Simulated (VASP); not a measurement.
**Ba: single point with PBEsol**

Crystal: Ba.

```
CELL_PARAMETERS angstrom
6.13365 0.00000 0.00000
0.00000 6.13365 0.00000
0.00000 0.00000 6.13365
ATOMIC_POSITIONS crystal
Ba 0.00000 0.00000 0.00000
Ba 0.00000 0.50000 0.50000
Ba 0.50000 0.00000 0.50000
Ba 0.50000 0.50000 0.00000
```

```json
{"Program": "VASP 6.6.1", "Task": "single point", "Functional": "PBEsol", "Potentials or basis": "VASP PAW PBE potentials, release 64 (Ba_sv)", "Cutoff": "520 eV", "k mesh": "4 × 4 × 4", "Occupations": "fermi-dirac, width 0.05 eV", "Spin": "no spin polarisation", "Dipole correction": "no", "Further INCAR settings": "ALGO = Normal; EDIFF = 1e-06; NBANDS = 28"}
```

- Pressure: 0.1 GPa
- Band gap on the k mesh: zero (band 20 reaches 2.00 eV, above the bottom of band 21 at 1.60 eV)

Levels at points of the mesh, in eV from the Fermi level:
| k point | band 18 | band 19 | band 20 | band 21 | band 22 | band 23 |
| --- | --- | --- | --- | --- | --- | --- |
| (0.00, 0.00, 0.00) | -0.99 | -0.99 | -0.99 | -0.33 | -0.33 | -0.33 |
| (0.50, 0.00, 0.00) | -1.53 | -0.16 | -0.16 | 0.47 | 0.47 | 0.74 |
| (0.50, 0.50, 0.00) | -0.55 | -0.55 | -0.55 | 0.74 | 0.74 | 0.74 |
| (0.50, 0.50, 0.50) | -1.07 | -1.07 | -1.07 | 1.28 | 1.28 | 1.28 |

Wall time 100 s on 1 thread of AMD EPYC 7R13 (shared host), peak memory 0.29 GiB.

Caveat: the PAW data sets were made with another functional, which shifts forces and pressure a little; spin-orbit coupling is left out, which moves the levels of the heavy elements.
